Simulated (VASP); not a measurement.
Here is a VASP 6.6.1 calculation.

File INCAR:

```
  PREC = Accurate
  ENCUT = 520
  EDIFF = 1E-7
  ISMEAR = -1
  SIGMA = 0.05
  LREAL = False
  LASPH = True
  NELM = 100
  ALGO = Normal
  ISIF = 2
  LWAVE = False
  LCHARG = True
  GGA = RP
  IVDW = 12
  LELF = True
  LVHAR = True
  NBANDS = 9
```

The input KPOINTS:

```
regular mesh
0
Gamma
  10 10 5
```

POSCAR

```
Mg
1.0
    2.8748501399      0.0000000000      0.0000000000
   -1.4374250699      2.4896932532      0.0000000000
    0.0000000000      0.0000000000      4.6899045603
Mg
2
Direct
    0.6666666667      0.3333333333      0.7500000000
    0.3333333333      0.6666666667      0.2500000000
```

Potentials or basis: VASP PAW PBE potentials, release 64 (Mg).

Launch:

```sh
$ cat potpaw_PBE.64/Mg/POTCAR > POTCAR
$ mpirun -np 1 vasp_std > vasp.out
```

Task: Predict the pressure.

Result: 0.0 GPa.

Task: Predict the band gap on the k mesh.

Result: Zero (band 2 reaches 5.14 eV, above the bottom of band 3 at 3.36 eV).

Caveat: the PAW data sets were made with another functional, which shifts forces and pressure a little; pairwise dispersion overbinds metals, which lowers pressure and volume.
